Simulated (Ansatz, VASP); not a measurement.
**SnSe: VASP beside Ansatz**

File INCAR:

```
PREC     = Accurate       # precision mode
ENCUT    = 520            # plane-wave cutoff, eV
EDIFF    = 1E-8           # SCF threshold, eV
ISMEAR   = -1             # smearing method
SIGMA    = 0.05           # smearing width, eV
LREAL    = False          # projectors in reciprocal space
LASPH    = True           # aspherical terms in the spheres
NELM     = 100            # most SCF steps
ALGO     = Normal         # electronic algorithm
ISIF     = 2              # what is computed and relaxed
LWAVE    = False          # write WAVECAR
LCHARG   = False          # write CHGCAR
GGA      = PE             # functional
LEFG     = True         
NBANDS   = 17             # bands
```

Contents of KPOINTS:

```
Automatic mesh
0
Gamma
  12 12 12
```

File POSCAR:

```
SnSe
1.0
    0.0000000000      3.4224799562      3.4224799562
    3.4224799562      0.0000000000      3.4224799562
    3.4224799562      3.4224799562      0.0000000000
Sn Se
1 1
Direct
    0.0000000000      0.0000000000      0.0000000000
    0.2500000000      0.2500000000      0.2500000000
```

Input for Ansatz:

```yaml
crystal:
  lattice:
    - [0.0, 3.4224799562, 3.4224799562]
    - [3.4224799562, 0.0, 3.4224799562]
    - [3.4224799562, 3.4224799562, 0.0]
  atoms:
    - { symbol: Sn, position: [0.0, 0.0, 0.0] }
    - { symbol: Se, position: [0.25, 0.25, 0.25] }
kpoints:
  mp_grid: { grid: [12, 12, 12] }
scf:
  occupations: { method: fermi_dirac, width: 0.05 }
hamiltonian:
  xc: pbe
  pseudopotentials: { kind: paw }
output:
  forces: true
  stress: true
  eigenvalues: true
  efg: { contact_densities: true }
```

Change from the starting cell: volume scaled by 1.03, PAW files.

Alike in both runs: task electric field gradients; functional PBE; k mesh 12 × 12 × 12; occupations fermi-dirac, width 0.05 eV; no spin polarisation.

|  | VASP | Ansatz |
| --- | --- | --- |
| version | VASP 6.6.1 | Ansatz 0.2.0 |
| potentials or method | VASP PAW PBE potentials, release 64 (Sn_d, Se) | PAW with Ansatz's default frozen-core files, scalar-relativistic |
| plane-wave cutoff (eV) | 520 | 420 |
| valence electrons in the cell | 20 | 30 |

```csv
,VASP,Ansatz,Ansatz less VASP
pressure (GPa),-0.9,-0.8,0.00
```

VASP's potentials hold 20 valence electrons a cell and Ansatz's 30, so a difference there can come from the potentials and not from the codes.
